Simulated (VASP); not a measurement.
# YZr2O2: relaxation of cell and atoms with PBE

The system is YZr2O2.

```xyz
5
Lattice="4.0600 0.0000 0.0000 -2.0300 3.5161 0.0000 0.0000 0.0000 5.6216" Properties=species:S:1:pos:R:3 pbc="T T T"
Y     0.0000    0.0000    0.1605
Zr    0.0000    2.3441    3.0342
Zr    2.0300    1.1720    3.0342
O     0.0000    2.3441    0.3362
O     2.0300    1.1720    0.3362
```

```json
{
 "Program": "VASP 6.6.1",
 "Task": "relaxation of cell and atoms",
 "Functional": "PBE",
 "Potentials or basis": "VASP PAW PBE potentials, release 64 (Y_sv, Zr_sv, O)",
 "Cutoff": "600 eV",
 "k mesh": "6 × 6 × 4",
 "Occupations": "gaussian, width 0.1 eV",
 "Spin": "no spin polarisation",
 "Dipole correction": "no",
 "Further INCAR settings": "ALGO = Normal; EDIFF = 1e-06; IBRION = 2; EDIFFG = -0.04; NSW = 90; ISIF = 3"
}
```

- Relaxed volume: 17.86 Å³/atom
- Relaxed cell: a = 5.013 Å, b = 5.013 Å, c = 4.103 Å, α = 90.00°, β = 90.00°, γ = 120.00°
- Space group after relaxing (to 0.05 Å): P6/mmm (No. 191)
- Energy gained by relaxing: 1382.7 meV/atom
- Ionic steps: 14
- Pressure after relaxing: 0.1 GPa
- Largest force after relaxing: 0.039 eV/Å

Forces in eV/Å, atoms in the order of the input:
```
Y    0.000  0.000  0.039
Zr   0.000  0.000  0.000
Zr   0.000  0.000  0.000
O    0.000  0.000 -0.019
O    0.000  0.000 -0.019
```

Stress tensor (GPa, compression positive):
```
0.02 0.00 0.00
0.00 0.02 0.00
0.00 0.00 0.13
```

The path:
| step | energy change (eV) | largest force (eV/Å) | pressure (GPa) | volume (Å³) |
| --- | --- | --- | --- | --- |
| 1 | 0.0000 | 0.5860 | 12.01 | 80.25 |
| 2 | -3.7907 | 0.4635 | -11.14 | 93.03 |
| 3 | -6.1461 | 0.7185 | -12.33 | 102.60 |
| 4 | 1.6695 | 5.9249 | 74.03 | 82.56 |
| 5 | -6.4591 | 1.6546 | -6.11 | 99.00 |
| 6 | -6.4749 | 1.7865 | -5.04 | 98.48 |
| 7 | -6.4807 | 1.9383 | -3.77 | 97.89 |
| 8 | -6.7120 | 1.2731 | 6.34 | 88.45 |
| 9 | -6.8360 | 0.1464 | 1.17 | 91.62 |
| 10 | -6.8071 | 0.2060 | -5.62 | 92.38 |
| 11 | -6.8935 | 0.0942 | -2.17 | 91.98 |
| 12 | -6.9130 | 0.0827 | -0.08 | 89.37 |
| 13 | -6.9130 | 0.0824 | -0.02 | 89.30 |
| 14 | -6.9134 | 0.0385 | 0.06 | 89.29 |

Final structure:
```
Y Zr O
1.0
     5.01271    0.00000    0.00000
    -2.50635    4.34113    0.00000
     0.00000    0.00000    4.10347
Y Zr O
1 2 2
Direct
  0.00000 0.00000 0.04381
  0.33333 0.66667 0.54592
  0.66667 0.33333 0.54592
  0.33333 0.66667 0.04600
  0.66667 0.33333 0.04600
```

Levels at points of the mesh, in eV from the Fermi level:
| k point | band 19 | band 20 | band 21 | band 22 | band 23 | band 24 | band 25 | band 26 | band 27 | band 28 |
| --- | --- | --- | --- | --- | --- | --- | --- | --- | --- | --- |
| (0.00, 0.00, 0.00) | -3.46 | -3.46 | -3.05 | 0.36 | 0.36 | 0.39 | 0.39 | 1.11 | 1.31 | 1.31 |
| (0.50, 0.00, 0.00) | -3.41 | -3.23 | -2.15 | -0.99 | -0.65 | -0.52 | -0.37 | 0.50 | 1.28 | 2.24 |
| (0.00, 0.00, 0.50) | -4.02 | -4.02 | -2.82 | -1.00 | -1.00 | 1.19 | 1.19 | 1.54 | 2.89 | 2.89 |
| (0.50, 0.00, 0.50) | -4.38 | -3.97 | -1.81 | -1.24 | -0.77 | 0.34 | 1.29 | 2.15 | 2.61 | 2.80 |

Wall time 4.2 min on 1 thread of Intel(R) Xeon(R) 6975P-C (Granite Rapids), on a shared host, peak memory 0.27 GiB.

Caveat: an odd number of electrons without spin polarisation forces a metal; a magnetic or distorted state may lie lower.
